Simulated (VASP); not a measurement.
# PbS (Galena): single point with PBEsol

Crystal: PbS (Galena).

```
CELL_PARAMETERS angstrom
0.00000 2.95182 2.95182
2.95182 0.00000 2.95182
2.95182 2.95182 0.00000
ATOMIC_POSITIONS crystal
Pb 0.00000 0.00000 0.00000
S 0.50000 0.50000 0.50000
```

```
Program                : VASP 6.6.1
Task                   : single point
Functional             : PBEsol
Potentials or basis    : VASP PAW PBE potentials, release 64 (Pb_d, S)
Cutoff                 : 500 eV
k mesh                 : 10 × 10 × 10
Occupations            : gaussian, width 0.02 eV
Spin                   : no spin polarisation
Dipole correction      : no
Further INCAR settings : ALGO = Normal; EDIFF = 1e-06; NBANDS = 17
```

```yaml
Pressure: -0.1 GPa
Band_gap_on_the_k_mesh: 0.20 eV, direct
```

Levels at points of the mesh, in eV from the valence-band top:
```tsv
k point	band 8	band 9	band 10	band 11	band 12	band 13
(0.00, 0.00, 0.00)	-2.26	-2.26	-2.26	5.18	5.18	5.18
(0.50, 0.00, 0.00)	-1.85	-1.85	0.00	0.20	1.85	1.85
(0.50, 0.50, 0.00)	-5.40	-3.58	-3.58	3.64	5.56	5.68
```

Run time: 32 s on 1 thread of AMD EPYC 7R43 64-Core Processor (Zen 3), on a shared host, peak memory 0.15 GiB.

Caveat: the PAW data sets were made with another functional, which shifts forces and pressure a little; spin-orbit coupling is left out, which moves the levels of the heavy elements. A k mesh can miss the band edges.
